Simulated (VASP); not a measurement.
Here is a VASP 6.6.1 calculation.

File INCAR:

```
SYSTEM = Ba
PREC     = Accurate       ! precision mode
ENCUT    = 500            ! plane-wave cutoff, eV
EDIFF    = 1E-6           ! SCF threshold, eV
ISMEAR   = -1             ! smearing method
SIGMA    = 0.025          ! smearing width, eV
LREAL    = .False.        ! projectors in reciprocal space
LASPH    = .True.         ! aspherical terms in the spheres
NELM     = 120            ! most SCF steps
ALGO     = Normal         ! electronic algorithm
ISIF     = 2              ! what is computed and relaxed
LWAVE    = .False.        ! write WAVECAR
LCHARG   = .True.         ! write CHGCAR
GGA      = LIBXC          ! functional
LIBXC1   = GGA_X_RPBE   
LIBXC2   = GGA_C_LYP    
LELF     = .True.         ! ELF
LVHAR    = .True.       
NBANDS   = 11             ! bands
GGA_COMPAT= .False.
```

KPOINTS

```
Automatic mesh
0
Gamma
  7 7 7
  0 0 0
```

File POSCAR:

```
Ba
1.0
    0.0000000000      3.2109686108      3.2109686108
    3.2109686108      0.0000000000      3.2109686108
    3.2109686108      3.2109686108      0.0000000000
Ba
1
Direct
    0.0000000000      0.0000000000      0.0000000000
```

Potentials or basis: VASP PAW PBE potentials, release 64 (Ba_sv).

Command:

```bash
$ cat potpaw_PBE.64/Ba_sv/POTCAR > POTCAR
$ mpirun -np 1 vasp_std > vasp.out
```

(1) Estimate the band gap on the k mesh.

(2) What does it give for the pressure?

Answers

(1) zero (bands 5 and 6 overlap by 0.05 eV).

(2) 0.9 GPa.

Caveat: the PAW data sets were made with another functional, which shifts forces and pressure a little; spin-orbit coupling is left out, which moves the levels of the heavy elements.
